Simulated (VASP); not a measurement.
# Al3GaN4 (Cm) in VASP: a series of runs

Runs on Al3GaN4. Level: r2SCAN. Tasks: single point.

Everything below comes from runs of VASP 6.6.1. Logs are shortened: lines on timing, memory, paths and dates and some standing lists are left out, and cuts for length are marked.

## 1. The cell of the first run

It takes space group Cm (No. 8, monoclinic). The conventional cell has a = 6.224 Å, b = 6.224 Å, c = 4.401 Å, α = 90.00°, β = 90.00°, γ = 90.00°. Within 2.5 Å of Al (site symmetry 1) lie 4 N at 1.88 to 1.91 Å. Within 2.5 Å of Al (site symmetry m) lie 4 N at 1.87 to 1.92 Å. Ga (site symmetry m) has 4 N at 1.95 Å within 2.6 Å. Within 2.5 Å of N (site symmetry 1) lie 3 Al at 1.88 to 1.91 Å and 1 Ga at 1.95 Å. N (site symmetry m) has 3 Al at 1.88 to 1.92 Å and 1 Ga at 1.95 Å within 2.5 Å. Within 2.5 Å of N (site symmetry m) lie 3 Al at 1.87 to 1.91 Å and 1 Ga at 1.95 Å.

## 2. Single point, r2SCAN (atoms displaced along a vibrational mode)

POSCAR

```
Al3GaN4
1.0
    4.4012372926      0.0000000000      0.0000000000
    0.0000000000      4.4012372926      0.0000000000
    0.0000000000      0.0000000000      4.4012372926
Al Ga N
3 1 4
Direct
    0.5000000000      0.5160660908      0.0000000000
    0.5000000000      0.0000000000      0.5160660908
    0.0000000000      0.4839339092      0.4839339092
    0.0000000000      0.0000000000      0.0000000000
    0.7444581602      0.7496736937      0.2607573733
    0.7444581602      0.2607573733      0.7496736937
    0.2451107728      0.7392426267      0.7392426267
    0.2659729068      0.2503263063      0.2503263063
```

INCAR.step1

```
PREC = Accurate
ENCUT = 520
ISMEAR = 0
SIGMA = 0.05
LREAL = F
LASPH = T
NELM = 60
NBANDS = 31
GGA = PE
ALGO = Normal
EDIFF = 1E-4
LWAVE = T
LCHARG = F
```

INCAR.step2

```
PREC = Accurate
ENCUT = 520
EDIFF = 1E-6
ISMEAR = 0
SIGMA = 0.05
LREAL = F
LASPH = T
NELM = 60
ALGO = Normal
ISIF = 2
LWAVE = F
LCHARG = F
METAGGA = R2SCAN
LMIXTAU = T
NBANDS = 31
ISTART = 1
```

KPOINTS

```
regular mesh
0
Gamma
  6 6 6
```

Potentials or basis: VASP PAW PBE potentials, release 64 (Al, Ga_d, N).

Command:

```sh
$ cat potpaw_PBE.64/Al/POTCAR potpaw_PBE.64/Ga_d/POTCAR potpaw_PBE.64/N/POTCAR > POTCAR
$ cp INCAR.step1 INCAR
$ mpirun -np 1 vasp_std > vasp.out
$ cp INCAR.step2 INCAR
$ mpirun -np 1 vasp_std > vasp.out
```

OUTCAR:

```text
PREC = Accurate
   ENCUT = 520
   EDIFF = 1E-6
   ISMEAR = 0
   LREAL = F
   LASPH = T
   NELM = 60
   ISIF = 2
   METAGGA = R2SCAN
   ISTART = 1

 ion  position               nearest neighbor table
   1  0.500  0.516  0.000-   5 1.88   7 1.88   6 1.91   8 1.91   2 3.01   4 3.06   4 3.06   3 3.07
                             3 3.07   2 3.11   2 3.11   3 3.17   3 3.17   2 3.21
   2  0.500  0.000  0.516-   6 1.88   7 1.88   5 1.91   8 1.91   1 3.01   4 3.06   4 3.06   3 3.07
                             3 3.07   1 3.11   1 3.11   3 3.17   3 3.17   1 3.21
   3  0.000  0.484  0.484-   8 1.87   6 1.90   5 1.90   7 1.92   4 3.01   1 3.07   1 3.07   2 3.07
                             2 3.07   4 3.11   4 3.11   2 3.17   1 3.17   2 3.17   1 3.17
   4  0.000  0.000  0.000-   5 1.95   6 1.95   7 1.95   8 1.95   3 3.01   2 3.06   1 3.06   1 3.06
                             2 3.06   3 3.11   3 3.11
   5  0.744  0.750  0.261-   1 1.88   3 1.90   2 1.91   4 1.95
   6  0.744  0.261  0.750-   2 1.88   3 1.90   1 1.91   4 1.95
   7  0.245  0.739  0.739-   1 1.88   2 1.88   3 1.92   4 1.95
   8  0.266  0.250  0.250-   3 1.87   2 1.91   1 1.91   4 1.95

  LATTYP: Found a simple cubic cell.
 ALAT       =     4.4012372926

  Lattice vectors:

 A1 = (   4.4012372926,   0.0000000000,   0.0000000000)
 A2 = (   0.0000000000,   4.4012372926,   0.0000000000)
 A3 = (   0.0000000000,   0.0000000000,   4.4012372926)

Analysis of symmetry for initial positions (statically):
=====================================================================
 Subroutine PRICEL returns:
 Original cell was already a primitive cell.

 Routine SETGRP: Setting up the symmetry group for a
 simple cubic supercell.

 Subroutine GETGRP returns: Found  2 space group operations
 (whereof  2 operations were pure point group operations)
 out of a pool of 48 trial point group operations.

The static configuration has the point symmetry C_1h.

Analysis of symmetry for dynamics (positions and initial velocities):
=====================================================================
 Subroutine PRICEL returns:
 Original cell was already a primitive cell.

 Routine SETGRP: Setting up the symmetry group for a
 simple cubic supercell.

 Subroutine GETGRP returns: Found  2 space group operations
 (whereof  2 operations were pure point group operations)
 out of a pool of 48 trial point group operations.

The dynamic configuration has the point symmetry C_1h.

[... 116 lines left out ...]
   ISIF   =      2    stress and relaxation
   ISYM   =      2    0-nonsym 1-usesym 2-fastsym
   POTIM  = 0.5000    time-step for ionic-motion
   TEBEG  =    0.0;   TEEND  =   0.0 temperature during run
   PSTRESS=    0.0 pullay stress
   NELECT =      42.0000    total number of electrons
   NUPDOWN=      -1.0000    fix difference up-down
   EMIN   =  10.00;   EMAX   =-10.00  energy-range for DOS
   EFERMI =   0.00;   METHOD = LEGACY
   ISMEAR =     0;   SIGMA  =   0.05  broadening in eV -4-tet -1-fermi 0-gaus
   EFERMI_NEDOS =   21; number of points for ismear=-14 and -15
   IALGO  =     38    algorithm
   IMIX   =      4    mixing-type and parameters
     AMIX     =   0.40;   BMIX     =  1.00
     AMIX_MAG =   1.60;   BMIX_MAG =  1.00
  volume/ion in A,a.u.               =      10.66        71.92
  Fermi-wavevector in a.u.,A,eV,Ry     =   1.292954  2.443329 22.745275  1.671731
  Thomas-Fermi vector in A             =   2.424630
   LORBIT       =      0    0 simple, 1 ext, 2 COOP (PROOUT), +10 PAW based schemes
   METAGGA = R2SCAN    functional components
   LHFCALC =     F    Hartree Fock is set to
   AEXX    =    0.0000 exact exchange contribution
   IVDW    =     0    specifies the selected vdW correction
   LEPSILON=     F    determine dielectric tensor
   LRPA    =     F    only Hartree local field effects (RPA)
 non-spin polarized calculation
 Gauss-broadening in eV      SIGMA  =   0.05
  energy-cutoff  :      520.00
  volume of cell :       85.26
 maximum number of plane-waves:      2320
 NGX is ok and might be reduce to    36
   NGX = 17   NGY = 17   NGZ = 17

 number of electron      41.9999985 magnetization

 Free energy of the ion-electron system (eV)
  ---------------------------------------------------
  ext. energy  EPLUGINS =         0.00000000
  ---------------------------------------------------
  free energy    TOTEN  =       -79.29155200 eV

  energy without entropy =      -79.29155200  energy(sigma->0) =      -79.29155200

 E-fermi :   5.7365     XC(G=0): -11.7578

 val. band max:        5.5123632929   @ k =   0.0000   0.0000   0.0000
 cond. band min:       9.4476564034   @ k =   0.0000   0.0000   0.0000
 fundamental gap:      3.9352931105
 Fermi energy:         5.7365377702

 k-point     1 :       0.0000    0.0000    0.0000
  band No.  band energies     occupation
      1     -10.4773      2.00000
      2      -8.5671      2.00000
      3      -8.5645      2.00000
      4      -8.5643      2.00000
      5      -7.4711      2.00000
      6      -7.4706      2.00000
[... 805 lines left out ...]
     30      16.9485      0.00000
     31      17.3168      0.00000

 [... further k-points ...]

------------------------ aborting loop because EDIFF is reached ----------------------------------------

  FORCE on cell =-STRESS in cart. coord.  units (eV):
  Direction    XX          YY          ZZ          XY          YZ          ZX
  --------------------------------------------------------------------------------------
  -------------------------------------------------------------------------------------
  Total        0.0404126     -0.1046463     -0.1046463      0.0001254     -0.0605682      0.0001331
  in kB        0.7594558     -1.9665734     -1.9665734      0.0023565     -1.1382331      0.0025004
  external PRESSURE =      -1.0578970 kB  Pullay stress =       0.0000000 kB

 VOLUME and BASIS-vectors are now :
 -----------------------------------------------------------------------------
  energy-cutoff  :      520.00
  volume of cell :       85.26
      direct lattice vectors                 reciprocal lattice vectors
     4.401237293  0.000000000  0.000000000     0.227208835  0.000000000  0.000000000
     0.000000000  4.401237293  0.000000000     0.000000000  0.227208835  0.000000000
     0.000000000  0.000000000  4.401237293     0.000000000  0.000000000  0.227208835

 POSITION                                       TOTAL-FORCE (eV/Angst)
 -----------------------------------------------------------------------------------
      2.20062      2.27133      0.00000        -0.019924     -0.844387      0.001256
      2.20062      0.00000      2.27133        -0.019924      0.001256     -0.844387
      0.00000      2.12991      2.12991        -0.073665      0.842450      0.842450
      0.00000      0.00000      0.00000        -0.000793     -0.002061     -0.002061
      3.27654      3.29949      1.14766        -0.019682     -0.201818     -0.080986
      3.27654      1.14766      3.29949        -0.019682     -0.080986     -0.201818
      1.07879      3.25358      3.25358         0.360908      0.113585      0.113585
      1.17061      1.10175      1.10175        -0.207237      0.171961      0.171961
 -----------------------------------------------------------------------------------
    total drift:                               -0.000947      0.000052      0.000052

  FREE ENERGIE OF THE ION-ELECTRON SYSTEM (eV)
  ---------------------------------------------------
  free  energy   TOTEN  =       -79.2915520005 eV

  energy  without entropy=      -79.2915520005  energy(sigma->0) =      -79.29155200
```

OUTCAR.step1:

```text
PREC = Accurate
   ENCUT = 520
   ISMEAR = 0
   LREAL = F
[... 1065 lines left out ...]
      3.27654      3.29949      1.14766        -0.034575     -0.188569     -0.034177
      3.27654      1.14766      3.29949        -0.034575     -0.034177     -0.188569
      1.07879      3.25358      3.25358         0.315656      0.066218      0.066218
      1.17061      1.10175      1.10175        -0.131606      0.159281      0.159281
 -----------------------------------------------------------------------------------
    total drift:                               -0.000494      0.000388      0.000388

  FREE ENERGIE OF THE ION-ELECTRON SYSTEM (eV)
  ---------------------------------------------------
  free  energy   TOTEN  =       -56.5204566623 eV

  energy  without entropy=      -56.5204566623  energy(sigma->0) =      -56.52045666
```

OSZICAR.step1:

```text
N       E                     dE             d eps       ncg     rms          rms(c)
DAV:   1     0.318971759132E+03    0.31897E+03   -0.19575E+04  4748   0.168E+03
DAV:   2    -0.218292105558E+02   -0.34080E+03   -0.31562E+03  4978   0.449E+02
DAV:   3    -0.641323493387E+02   -0.42303E+02   -0.41726E+02  4821   0.126E+02
DAV:   4    -0.657975011205E+02   -0.16652E+01   -0.16583E+01  5657   0.279E+01
DAV:   5    -0.658367672208E+02   -0.39266E-01   -0.39249E-01  5022   0.398E+00    0.169E+01
DAV:   6    -0.563640800868E+02    0.94727E+01   -0.29283E+01  6685   0.528E+01    0.555E+00
DAV:   7    -0.565591130950E+02   -0.19503E+00   -0.31486E+00  5174   0.109E+01    0.406E+00
DAV:   8    -0.565521338403E+02    0.69793E-02   -0.43774E-01  5735   0.614E+00    0.103E+00
DAV:   9    -0.565206587018E+02    0.31475E-01   -0.10453E-01  6612   0.415E+00    0.525E-01
DAV:  10    -0.565200908867E+02    0.56782E-03   -0.14686E-02  5031   0.666E-01    0.195E-01
DAV:  11    -0.565204519411E+02   -0.36105E-03   -0.10436E-03  6332   0.263E-01    0.216E-02
DAV:  12    -0.565204566623E+02   -0.47212E-05   -0.12180E-04  3690   0.861E-02
   1 F= -.56520457E+02 E0= -.56520457E+02  d E =-.251015E-17
```

It took 8.3 min on 1 thread of AMD EPYC 9R45 (Zen 5), shared host; peak memory 0.29 GiB.

What came out:

```
Free energy            : -79.2916 eV
Pressure               : -0.1 GPa
Largest force          : 1.194 eV/Å
Band gap on the k mesh : 3.94 eV
```

Forces on the atoms (eV/Å):
```
Al  -0.020 -0.844  0.001
Al  -0.020  0.001 -0.844
Al  -0.074  0.842  0.842
Ga  -0.001 -0.002 -0.002
N   -0.020 -0.202 -0.081
N   -0.020 -0.081 -0.202
N    0.361  0.114  0.114
N   -0.207  0.172  0.172
```

Stress tensor (GPa, compression positive):
```
 0.08  0.00  0.00
 0.00 -0.20 -0.11
 0.00 -0.11 -0.20
```

Caveat: the cell differs from its parent crystal (atoms displaced along a vibrational mode); the PAW data sets were made with another functional, which shifts forces and pressure a little. A k mesh can miss the band edges.

## 3. Single point, r2SCAN (atoms displaced along a vibrational mode)

POSCAR

```
Al3GaN4
1.0
    4.4012372926      0.0000000000      0.0000000000
    0.0000000000      4.4012372926      0.0000000000
    0.0000000000      0.0000000000      4.4012372926
Al Ga N
3 1 4
Direct
    0.5000000000      0.4879504319      0.0000000000
    0.5000000000      0.0000000000      0.4879504319
    0.0000000000      0.5120495681      0.5120495681
    0.0000000000      0.0000000000      0.0000000000
    0.7444581602      0.7405465101      0.2516301897
    0.7444581602      0.2516301897      0.7405465101
    0.2633651400      0.7483698103      0.7483698103
    0.2477185396      0.2594534899      0.2594534899
```

INCAR.step1

```
  ALGO = Normal
  EDIFF = 1E-4
  ENCUT = 520
  GGA = PE
  ISMEAR = 0
  LASPH = True
  LCHARG = False
  LREAL = False
  LWAVE = True
  NBANDS = 31
  NELM = 80
  PREC = Accurate
  SIGMA = 0.05
```

INCAR.step2

```
  ALGO = Normal
  EDIFF = 1E-6
  ENCUT = 520
  ISIF = 2
  ISMEAR = 0
  ISTART = 1
  LASPH = True
  LCHARG = False
  LMIXTAU = True
  LREAL = False
  LWAVE = False
  METAGGA = R2SCAN
  NBANDS = 31
  NELM = 80
  PREC = Accurate
  SIGMA = 0.05
```

KPOINTS

```
k-points
0
Gamma
  6 6 6
```

Potentials or basis: VASP PAW PBE potentials, release 64 (Al, Ga_d, N).

Command:

```sh
$ cat potpaw_PBE.64/Al/POTCAR potpaw_PBE.64/Ga_d/POTCAR potpaw_PBE.64/N/POTCAR > POTCAR
$ cp INCAR.step1 INCAR
$ mpirun -np 1 vasp_std > vasp.out
$ cp INCAR.step2 INCAR
$ mpirun -np 1 vasp_std > vasp.out
```

OUTCAR:

```text
EDIFF = 1E-6
   ENCUT = 520
   ISIF = 2
   ISMEAR = 0
   ISTART = 1
   LASPH = True
   LREAL = False
   METAGGA = R2SCAN
   NELM = 80
   PREC = Accurate

 ion  position               nearest neighbor table
   1  0.500  0.488  0.000-   6 1.88   8 1.88   5 1.90   7 1.90   2 3.04   4 3.07   4 3.07   3 3.08
                             3 3.08   2 3.11   2 3.11   3 3.15   3 3.15   2 3.19
[... 1038 lines left out ...]
  Total        0.0199852     -0.0618072     -0.0618072     -0.0000935     -0.0341231     -0.0000994
  in kB        0.3755729     -1.1615158     -1.1615158     -0.0017578     -0.6412609     -0.0018681
  external PRESSURE =      -0.6491529 kB  Pullay stress =       0.0000000 kB

 VOLUME and BASIS-vectors are now :
 -----------------------------------------------------------------------------
  energy-cutoff  :      520.00
  volume of cell :       85.26
      direct lattice vectors                 reciprocal lattice vectors
     4.401237293  0.000000000  0.000000000     0.227208835  0.000000000  0.000000000
     0.000000000  4.401237293  0.000000000     0.000000000  0.227208835  0.000000000
     0.000000000  0.000000000  4.401237293     0.000000000  0.000000000  0.227208835

 POSITION                                       TOTAL-FORCE (eV/Angst)
 -----------------------------------------------------------------------------------
      2.20062      2.14759      0.00000        -0.011464      0.634180     -0.000537
      2.20062      0.00000      2.14759        -0.011464     -0.000537      0.634180
      0.00000      2.25365      2.25365        -0.040517     -0.633568     -0.633568
      0.00000      0.00000      0.00000        -0.000707      0.000950      0.000950
      3.27654      3.25932      1.10748        -0.030101      0.052924      0.159163
      3.27654      1.10748      3.25932        -0.030101      0.159163      0.052924
      1.15913      3.29375      3.29375        -0.150269     -0.141704     -0.141704
      1.09027      1.14192      1.14192         0.274622     -0.071407     -0.071407
 -----------------------------------------------------------------------------------
    total drift:                                0.001769     -0.000636     -0.000635

  FREE ENERGIE OF THE ION-ELECTRON SYSTEM (eV)
  ---------------------------------------------------
  free  energy   TOTEN  =       -79.3552042573 eV

  energy  without entropy=      -79.3552042573  energy(sigma->0) =      -79.35520426
```

OUTCAR.step1:

```text
EDIFF = 1E-4
   ENCUT = 520
   GGA = PE
   ISMEAR = 0
[... 1065 lines left out ...]
      3.27654      3.25932      1.10748        -0.045200      0.013992      0.152792
      3.27654      1.10748      3.25932        -0.045200      0.152792      0.013992
      1.15913      3.29375      3.29375        -0.089690     -0.135828     -0.135828
      1.09027      1.14192      1.14192         0.244829     -0.031996     -0.031996
 -----------------------------------------------------------------------------------
    total drift:                               -0.000756      0.000127      0.000128

  FREE ENERGIE OF THE ION-ELECTRON SYSTEM (eV)
  ---------------------------------------------------
  free  energy   TOTEN  =       -56.5781968058 eV

  energy  without entropy=      -56.5781968058  energy(sigma->0) =      -56.57819681
```

OSZICAR.step1:

```text
N       E                     dE             d eps       ncg     rms          rms(c)
DAV:   1     0.316803359156E+03    0.31680E+03   -0.19584E+04  4770   0.168E+03
DAV:   2    -0.217236775771E+02   -0.33853E+03   -0.31379E+03  4884   0.449E+02
DAV:   3    -0.641948305611E+02   -0.42471E+02   -0.41870E+02  4795   0.126E+02
DAV:   4    -0.658673952011E+02   -0.16726E+01   -0.16654E+01  5609   0.279E+01
DAV:   5    -0.659064019877E+02   -0.39007E-01   -0.38993E-01  4969   0.397E+00    0.169E+01
DAV:   6    -0.564211260605E+02    0.94853E+01   -0.29291E+01  6671   0.528E+01    0.554E+00
DAV:   7    -0.566165955819E+02   -0.19547E+00   -0.31584E+00  5083   0.109E+01    0.406E+00
DAV:   8    -0.566103807549E+02    0.62148E-02   -0.44165E-01  5742   0.615E+00    0.104E+00
DAV:   9    -0.565784728227E+02    0.31908E-01   -0.10491E-01  6582   0.415E+00    0.529E-01
DAV:  10    -0.565778316879E+02    0.64113E-03   -0.14859E-02  5123   0.672E-01    0.195E-01
DAV:  11    -0.565781914411E+02   -0.35975E-03   -0.10907E-03  6330   0.265E-01    0.210E-02
DAV:  12    -0.565781968058E+02   -0.53647E-05   -0.12952E-04  3858   0.865E-02
   1 F= -.56578197E+02 E0= -.56578197E+02  d E =-.500147E-12
```

Wall time 12 min (1 thread of Intel Xeon 8259CL, shared host); peak memory 0.33 GiB.

What came out:

- Free energy: -79.3552 eV
- Pressure: -0.1 GPa
- Largest force: 0.897 eV/Å
- Band gap on the k mesh: 3.96 eV

Forces on the atoms (eV/Å):
```
Al  -0.011  0.634 -0.001
Al  -0.011 -0.001  0.634
Al  -0.041 -0.634 -0.634
Ga  -0.001  0.001  0.001
N   -0.030  0.053  0.159
N   -0.030  0.159  0.053
N   -0.150 -0.142 -0.142
N    0.275 -0.071 -0.071
```

Levels at points of the mesh, in eV from the valence-band top:
```csv
k point,band 17,band 18,band 19,band 20,band 21,band 22,band 23,band 24,band 25,band 26
"(0.00, 0.00, 0.00)",-2.02,-2.02,-0.01,0.00,0.00,3.96,3.98,3.99,4.07,7.76
"(0.50, 0.00, 0.00)",-2.66,-1.26,-1.26,-0.95,-0.95,6.23,6.28,6.74,6.76,9.28
"(0.00, 0.50, 0.00)",-2.66,-1.26,-1.26,-0.95,-0.95,6.23,6.28,6.75,6.75,9.28
"(0.50, 0.50, 0.00)",-2.57,-0.88,-0.58,-0.53,-0.53,8.01,8.19,8.21,8.51,8.81
"(0.00, 0.50, 0.50)",-2.56,-0.88,-0.59,-0.53,-0.52,8.00,8.24,8.28,8.49,8.82
"(0.50, 0.50, 0.50)",-0.64,-0.63,-0.37,-0.36,-0.36,6.18,7.73,7.75,7.77,10.32
```

Caveat: the cell differs from its parent crystal (atoms displaced along a vibrational mode); the PAW data sets were made with another functional, which shifts forces and pressure a little. A k mesh can miss the band edges.

(Continued in part 2 of 2.)
